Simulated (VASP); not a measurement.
# SrTiO3 (Pm-3m) in VASP: notebook, part 2 of 2

VASP 6.6.1. The steps go on from the part before.

## Step 4: Single point, r2SCAN

The input, POSCAR:

```
SrTiO3
1.0
    3.9020497953      0.0000000000      0.0000000000
    0.0000000000      3.9020497953      0.0000000000
    0.0000000000      0.0000000000      3.9020497953
Sr Ti O
1 1 3
Direct
    0.5000000000      0.5000000000      0.5000000000
    0.0000000000      0.0000000000      0.0000000000
    0.5000000000      0.0000000000      0.0000000000
    0.0000000000      0.5000000000      0.0000000000
    0.0000000000      0.0000000000      0.5000000000
```

The input, INCAR.step1:

```
ALGO = Normal
EDIFF = 1E-4
ENCUT = 520
GGA = PE
ISMEAR = 0
LASPH = True
LCHARG = False
LREAL = False
LWAVE = True
NBANDS = 28
NELM = 80
PREC = Accurate
SIGMA = 0.02
```

The input, INCAR.step2:

```
ALGO = Normal
EDIFF = 1E-6
ENCUT = 520
ISIF = 2
ISMEAR = 0
ISTART = 1
LASPH = True
LCHARG = False
LMIXTAU = True
LREAL = False
LWAVE = False
METAGGA = R2SCAN
NBANDS = 28
NELM = 80
PREC = Accurate
SIGMA = 0.02
```

The input, KPOINTS:

```
k-points
0
Gamma
  8 8 8
```

Potentials or basis: VASP PAW PBE potentials, release 64 (Sr_sv, Ti_sv, O).

The run is started by

```bash
cat potpaw_PBE.64/Sr_sv/POTCAR potpaw_PBE.64/Ti_sv/POTCAR potpaw_PBE.64/O/POTCAR > POTCAR
cp INCAR.step1 INCAR
mpirun -np 1 vasp_std > vasp.out
cp INCAR.step2 INCAR
mpirun -np 1 vasp_std > vasp.out
```

OUTCAR:

```text
EDIFF = 1E-6
   ENCUT = 520
   ISIF = 2
   ISMEAR = 0
   ISTART = 1
   LASPH = True
   LREAL = False
   METAGGA = R2SCAN
   NELM = 80
   PREC = Accurate

 ion  position               nearest neighbor table
   1  0.500  0.500  0.500-   3 2.76   4 2.76   5 2.76   3 2.76   4 2.76   3 2.76   5 2.76   3 2.76
                             4 2.76   5 2.76   4 2.76   5 2.76   2 3.38   2 3.38   2 3.38   2 3.38
   2  0.000  0.000  0.000-   3 1.95   4 1.95   5 1.95   5 1.95   4 1.95   3 1.95   1 3.38   1 3.38
                             1 3.38   1 3.38   1 3.38   1 3.38   1 3.38   1 3.38
   3  0.500  0.000  0.000-   2 1.95   2 1.95   1 2.76   1 2.76   1 2.76   1 2.76
   4  0.000  0.500  0.000-   2 1.95   2 1.95   1 2.76   1 2.76   1 2.76   1 2.76
   5  0.000  0.000  0.500-   2 1.95   2 1.95   1 2.76   1 2.76   1 2.76   1 2.76

  LATTYP: Found a simple cubic cell.
 ALAT       =     3.9020497953

  Lattice vectors:

 A1 = (   3.9020497953,   0.0000000000,   0.0000000000)
 A2 = (   0.0000000000,   3.9020497953,   0.0000000000)
 A3 = (   0.0000000000,   0.0000000000,   3.9020497953)

Analysis of symmetry for initial positions (statically):
=====================================================================
 Subroutine PRICEL returns:
 Original cell was already a primitive cell.
[... 182 lines left out ...]
 Fermi energy:         4.0024081212

 k-point     1 :       0.0000    0.0000    0.0000
  band No.  band energies     occupation
      1     -54.7930      2.00000
      2     -29.9958      2.00000
      3     -29.9918      2.00000
      4     -29.9918      2.00000
      5     -29.9918      2.00000
      6     -14.5593      2.00000
[... 733 lines left out ...]
     27      12.7468      0.00000
     28      13.3273      0.00000

 [... further k-points ...]

------------------------ aborting loop because EDIFF is reached ----------------------------------------

  FORCE on cell =-STRESS in cart. coord.  units (eV):
  Direction    XX          YY          ZZ          XY          YZ          ZX
  --------------------------------------------------------------------------------------
  -------------------------------------------------------------------------------------
  Total        0.6091180      0.6091180      0.6091180      0.0000000     -0.0000000      0.0000000
  in kB       16.4260673     16.4260673     16.4260673      0.0000000     -0.0000000      0.0000000
  external PRESSURE =      16.4260673 kB  Pullay stress =       0.0000000 kB

 VOLUME and BASIS-vectors are now :
 -----------------------------------------------------------------------------
  energy-cutoff  :      520.00
  volume of cell :       59.41
      direct lattice vectors                 reciprocal lattice vectors
     3.902049795  0.000000000  0.000000000     0.256275561  0.000000000  0.000000000
     0.000000000  3.902049795  0.000000000     0.000000000  0.256275561  0.000000000
     0.000000000  0.000000000  3.902049795     0.000000000  0.000000000  0.256275561

 POSITION                                       TOTAL-FORCE (eV/Angst)
 -----------------------------------------------------------------------------------
      1.95102      1.95102      1.95102         0.000000      0.000000      0.000000
      0.00000      0.00000      0.00000         0.000000      0.000000      0.000000
      1.95102      0.00000      0.00000         0.000000      0.000000      0.000000
      0.00000      1.95102      0.00000         0.000000      0.000000      0.000000
      0.00000      0.00000      1.95102         0.000000      0.000000      0.000000
 -----------------------------------------------------------------------------------
    total drift:                                0.000000     -0.000000      0.000000

  FREE ENERGIE OF THE ION-ELECTRON SYSTEM (eV)
  ---------------------------------------------------
  free  energy   TOTEN  =       -63.3274609822 eV

  energy  without entropy=      -63.3274609822  energy(sigma->0) =      -63.32746098
```

OUTCAR.step1:

```text
EDIFF = 1E-4
   ENCUT = 520
   GGA = PE
   ISMEAR = 0
[... 979 lines left out ...]
      0.00000      0.00000      0.00000         0.000000      0.000000      0.000000
      1.95102      0.00000      0.00000         0.000000      0.000000      0.000000
      0.00000      1.95102      0.00000         0.000000      0.000000      0.000000
      0.00000      0.00000      1.95102         0.000000      0.000000      0.000000
 -----------------------------------------------------------------------------------
    total drift:                                0.000000     -0.000000      0.000000

  FREE ENERGIE OF THE ION-ELECTRON SYSTEM (eV)
  ---------------------------------------------------
  free  energy   TOTEN  =       -40.0720701375 eV

  energy  without entropy=      -40.0720701375  energy(sigma->0) =      -40.07207014
```

OSZICAR.step1:

```text
N       E                     dE             d eps       ncg     rms          rms(c)
DAV:   1     0.420318792026E+03    0.42032E+03   -0.20897E+04  1960   0.155E+03
DAV:   2    -0.982296574252E+01   -0.43014E+03   -0.41214E+03  2268   0.433E+02
DAV:   3    -0.480645212236E+02   -0.38242E+02   -0.37943E+02  2260   0.131E+02
DAV:   4    -0.503189321827E+02   -0.22544E+01   -0.22500E+01  3324   0.260E+01
DAV:   5    -0.503479070907E+02   -0.28975E-01   -0.28963E-01  2532   0.279E+00    0.267E+01
DAV:   6    -0.401196030629E+02    0.10228E+02   -0.53102E+01  2744   0.647E+01    0.147E+01
DAV:   7    -0.401468062351E+02   -0.27203E-01   -0.77173E+00  2572   0.209E+01    0.109E+01
DAV:   8    -0.401381975985E+02    0.86086E-02   -0.13843E+00  2360   0.124E+01    0.291E+00
DAV:   9    -0.400839929818E+02    0.54205E-01   -0.33091E-01  2528   0.523E+00    0.120E+00
DAV:  10    -0.400769983856E+02    0.69946E-02   -0.89460E-02  2516   0.221E+00    0.654E-01
DAV:  11    -0.400721142279E+02    0.48842E-02   -0.20922E-02  3116   0.133E+00    0.139E-01
DAV:  12    -0.400720820279E+02    0.32200E-04   -0.13664E-03  2420   0.389E-01    0.115E-01
DAV:  13    -0.400720701375E+02    0.11890E-04   -0.27800E-04  1908   0.138E-01
   1 F= -.40072070E+02 E0= -.40072070E+02  d E =-.195133E-14
```

Run time: 3.9 min. Hardware: 1 thread of Intel Xeon 8259CL, shared host; peak memory 0.21 GiB.

Results:

```yaml
Free_energy: -63.3275 eV
Pressure: 1.6 GPa
Band_gap_on_the_k_mesh: 2.28 eV (least direct gap 2.66 eV)
```

Levels at points of the mesh, in eV from the valence-band top:
| k point | band 16 | band 17 | band 18 | band 19 | band 20 | band 21 | band 22 | band 23 | band 24 | band 25 |
| --- | --- | --- | --- | --- | --- | --- | --- | --- | --- | --- |
| (0.00, 0.00, 0.00) | -1.22 | -1.22 | -0.38 | -0.38 | -0.38 | 2.28 | 2.28 | 2.28 | 4.62 | 4.62 |
| (0.50, 0.00, 0.00) | -2.37 | -2.37 | -2.01 | -0.77 | -0.77 | 2.45 | 4.19 | 4.19 | 4.63 | 6.96 |
| (0.50, 0.50, 0.00) | -2.87 | -1.79 | -1.61 | -1.61 | -0.09 | 4.20 | 4.20 | 4.69 | 5.67 | 8.58 |
| (0.50, 0.50, 0.50) | -3.80 | -3.80 | 0.00 | 0.00 | 0.00 | 4.90 | 4.90 | 4.90 | 7.64 | 7.64 |

Caveat: the PAW data sets were made with another functional, which shifts forces and pressure a little.

## Step 5: Summary

```csv
k mesh,smearing,gap on the mesh (eV),pressure (GPa)
6 × 6 × 6,gaussian 0.1 eV,2.28,1.6
8 × 8 × 8,gaussian 0.01 eV,2.28,1.6
8 × 8 × 8,gaussian 0.02 eV,2.28,1.6
```

Alike in all rows: task single point; level r2SCAN; potentials or basis VASP PAW PBE potentials, release 64 (Sr_sv, Ti_sv, O); no spin polarisation; cell as given; cutoff (eV) 520.

Caveats: the PAW data sets were made with another functional, which shifts forces and pressure a little.

Absolute energies hang on the potentials; compare differences alone.
